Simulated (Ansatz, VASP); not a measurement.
# Two plane-wave programs on Ru

The input INCAR:

```
PREC     = Accurate       # precision mode
ENCUT    = 520            # plane-wave cutoff, eV
EDIFF    = 1E-6           # SCF threshold, eV
ISMEAR   = 0              # smearing method
SIGMA    = 0.1            # smearing width, eV
LREAL    = F              # projectors in reciprocal space
LASPH    = T              # aspherical terms in the spheres
NELM     = 100            # most SCF steps
ALGO     = Normal         # electronic algorithm
ISIF     = 2              # what is computed and relaxed
LWAVE    = F              # write WAVECAR
LCHARG   = T              # write CHGCAR
GGA      = PE             # functional
LELF     = T              # ELF
LVHAR    = T            
NBANDS   = 21             # bands
```

KPOINTS

```
regular mesh
0
Gamma
  18 18 10
```

File POSCAR:

```
Ru
1.0
    2.7749325072      0.0000000000      0.0000000000
   -1.3874662536      2.4031620451      0.0000000000
    0.0000000000      0.0000000000      4.0059315450
Ru
2
Direct
    0.3333333333      0.6666666667      0.2500000000
    0.6666666667      0.3333333333      0.7500000000
```

Input for Ansatz:

```yaml
crystal:
  lattice:
    - [2.7749325072, 0.0, 0.0]
    - [-1.3874662536, 2.4031620451, 0.0]
    - [0.0, 0.0, 4.005931545]
  atoms:
    - { symbol: Ru, position: [0.3333333333, 0.6666666667, 0.25] }
    - { symbol: Ru, position: [0.6666666667, 0.3333333333, 0.75] }
basis:
  ecutwfc: 420
kpoints:
  mp_grid: { grid: [18, 18, 10] }
hamiltonian:
  xc: pbe
scf:
  occupations: { method: gaussian, width: 0.1 }
output:
  forces: true
  stress: true
  eigenvalues: true
  populations: true
```

Alike in both runs: task single point; functional PBE; k mesh 18 × 18 × 10; occupations gaussian, width 0.1 eV; no spin polarisation.

|  | VASP | Ansatz |
| --- | --- | --- |
| version | VASP 6.6.1 | Ansatz 0.2.0 |
| potentials or method | VASP PAW PBE potentials, release 64 (Ru_pv), cutoff 520 eV | scalar-relativistic, plane waves, PAW |
| valence electrons in the cell | 28 | 32 |

```tsv
	VASP	Ansatz	Ansatz less VASP
gap on the k mesh at the Fermi level (eV)	none	none	-
pressure (GPa)	14.4	14.4	+0.03
traceless stress, the component that is largest in VASP (GPa)	27.65	27.63	-0.021
```

A gap of «none» marks a metal or a gap that the smearing closes. With one functional, cell and mesh, what is left measures potentials, basis and numerics. VASP's potentials hold 28 valence electrons a cell and Ansatz's 32, so a difference there can come from the potentials and not from the codes.
